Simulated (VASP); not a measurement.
Wanted: the native input for a VASP 6.6.1 run.

| Property | Result |
| --- | --- |
| Task | relaxation of the atoms |
| Functional | PBEsol |
| Potentials or basis | VASP PAW PBE potentials, release 64 (Sc_sv) |
| Cutoff | 520 eV |
| k mesh | 13 × 13 × 1 |
| Occupations | fermi-dirac, width 0.05 eV |
| Spin | no spin polarisation |
| Dipole correction | yes |
| Further INCAR settings | ALGO = Normal; EDIFF = 1e-07; IBRION = 2; EDIFFG = -0.01; NSW = 32 |

The structure of Sc lies in POSCAR:

```
Sc
1.0
    3.2186714418      0.0000000000      0.0000000000
    0.0000000000      3.2186714418      0.0000000000
    0.0000000000      0.0000000000     27.3797000000
Sc
6
Direct
    0.2500000000      0.2500000000      0.2981170625
    0.7500000000      0.7500000000      0.3750935425
    0.2500000000      0.2500000000      0.4588999230
    0.7500000000      0.7500000000      0.5411000836
    0.2500000000      0.2500000000      0.6249064445
    0.7500000000      0.7500000000      0.7018829439
```

The input as run:

INCAR

```
PREC = Accurate ; ENCUT = 520
EDIFF = 1E-7 ; ISMEAR = -1
SIGMA = 0.05 ; LREAL = F
LASPH = T ; NELM = 80
ALGO = Normal ; ISIF = 2
LWAVE = F ; LCHARG = F
LDIPOL = T ; IDIPOL = 3
DIPOL = 0.5 0.5 0.500 ; GGA = PS
IBRION = 2 ; NSW = 32
EDIFFG = -0.01 ; KPAR = 4
```

KPOINTS

```
Automatic mesh
0
Gamma
  13 13 1
```

Potentials or basis: VASP PAW PBE potentials, release 64 (Sc_sv).

Launch:

```sh
$ cat potpaw_PBE.64/Sc_sv/POTCAR > POTCAR
$ mpirun -np 4 vasp_std > vasp.out
```

Results of the run:

* Largest force after relaxing: 0.008 eV/Å
* Band gap on the k mesh: zero (bands 33 and 34 overlap by 0.57 eV)

Caveat: the relaxation stopped at its first step, so nothing moved; the PAW data sets were made with another functional, which shifts forces and pressure a little.

It took 3.4 min on 4 MPI ranks on Intel(R) Xeon(R) 6975P-C (Granite Rapids) (shared host), peak memory 0.47 GiB a rank.
